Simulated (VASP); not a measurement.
# Zn3As: single point with PBE

Zn3As:

```
Zn As
1.0
     4.06554    0.00000    0.00000
     0.00000    4.06554    0.00000
     0.00000    0.00000    4.04789
Zn As
3 1
Cartesian
  0.0000 2.0328 2.0239
  2.0328 0.0000 2.0239
  2.0328 2.0328 0.0000
  0.0000 0.0000 0.0000
```

```json
{
  "Program": "VASP 6.6.1",
  "Task": "single point",
  "Functional": "PBE",
  "Potentials or basis": "VASP PAW PBE potentials, release 64 (Zn, As)",
  "Cutoff": "520 eV",
  "k mesh": "4 × 4 × 4",
  "Occupations": "gaussian, width 0.1 eV",
  "Spin": "no spin polarisation"
}
```

The pressure is 0.3 GPa.

Stress tensor (GPa, compression positive):
```
0.22 0.00 0.00
0.00 0.22 0.00
0.00 0.00 0.45
```

Levels at points of the mesh, in eV from the Fermi level:
| k point | band 16 | band 17 | band 18 | band 19 | band 20 | band 21 | band 22 | band 23 | band 24 | band 25 |
| --- | --- | --- | --- | --- | --- | --- | --- | --- | --- | --- |
| (0.00, 0.00, 0.00) | -6.71 | -3.89 | -2.87 | -2.87 | -2.82 | 0.66 | 0.73 | 4.71 | 4.71 | 4.73 |
| (0.50, 0.00, 0.00) | -6.90 | -6.71 | -1.88 | -1.17 | -1.12 | 1.53 | 1.55 | 1.62 | 2.44 | 2.73 |
| (0.50, 0.50, 0.00) | -6.89 | -5.33 | -5.33 | -4.96 | -0.03 | 1.56 | 3.19 | 3.19 | 3.85 | 3.85 |
| (0.00, 0.00, 0.50) | -6.90 | -6.71 | -1.90 | -1.14 | -1.14 | 1.51 | 1.57 | 1.57 | 2.40 | 2.71 |
| (0.50, 0.00, 0.50) | -6.89 | -5.32 | -5.31 | -4.94 | -0.06 | 1.51 | 3.13 | 3.14 | 3.80 | 3.81 |
| (0.50, 0.50, 0.50) | -6.54 | -4.58 | -4.57 | -4.57 | -2.55 | -2.06 | -2.06 | -2.05 | 8.56 | 8.56 |

Wall time 25 s on 1 thread of AMD EPYC 7R43 64-Core Processor (Zen 3) (shared host), peak memory 0.14 GiB.

Caveat: the k points lie up to 0.39 Å⁻¹ apart.
